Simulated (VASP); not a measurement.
Sb: single point with PBEsol

Sb:

```
Sb
1.0
     6.23564    0.00000    0.00000
     0.00000    6.23564    0.00000
     0.00000    0.00000    6.23564
Sb
8
Direct
  0.50000 0.50000 0.50000
  0.00000 0.00000 0.00000
  0.25000 0.00000 0.50000
  0.50000 0.25000 0.00000
  0.50000 0.75000 0.00000
  0.75000 0.00000 0.50000
  0.00000 0.50000 0.75000
  0.00000 0.50000 0.25000
```

```yaml
Program: VASP 6.6.1
Task: single point
Functional: PBEsol
Potentials_or_basis: VASP PAW PBE potentials, release 64 (Sb)
Cutoff: 520 eV
k_mesh: 4 × 4 × 4
Occupations: gaussian, width 0.1 eV
Spin: no spin polarisation
```

* Pressure: -6.2 GPa
* Band gap on the k mesh: zero (bands 20 and 21 overlap by 0.14 eV)

Levels at points of the mesh, in eV from the Fermi level:
| k point | band 16 | band 17 | band 18 | band 19 | band 20 | band 21 | band 22 | band 23 | band 24 | band 25 |
| --- | --- | --- | --- | --- | --- | --- | --- | --- | --- | --- |
| (0.00, 0.00, 0.00) | -2.66 | -2.18 | -1.44 | -1.44 | -1.44 | 0.70 | 0.70 | 0.70 | 1.10 | 1.10 |
| (0.50, 0.00, 0.00) | -1.99 | -1.14 | -1.14 | -0.63 | -0.63 | 0.15 | 0.15 | 0.88 | 0.88 | 1.18 |
| (0.50, 0.50, 0.00) | -1.49 | -1.19 | -1.19 | -0.52 | -0.21 | 0.07 | 0.46 | 0.99 | 0.99 | 1.35 |
| (0.50, 0.50, 0.50) | -1.57 | 0.06 | 0.06 | 0.06 | 0.06 | 0.06 | 0.06 | 0.11 | 0.11 | 0.11 |

Run time: 95 s on 1 thread of AMD EPYC 7R43 64-Core Processor (Zen 3), on a shared host, peak memory 0.29 GiB.

Caveat: the cell stands under tension; the PAW data sets were made with another functional, which shifts forces and pressure a little; spin-orbit coupling is left out, which moves the levels of the heavy elements.
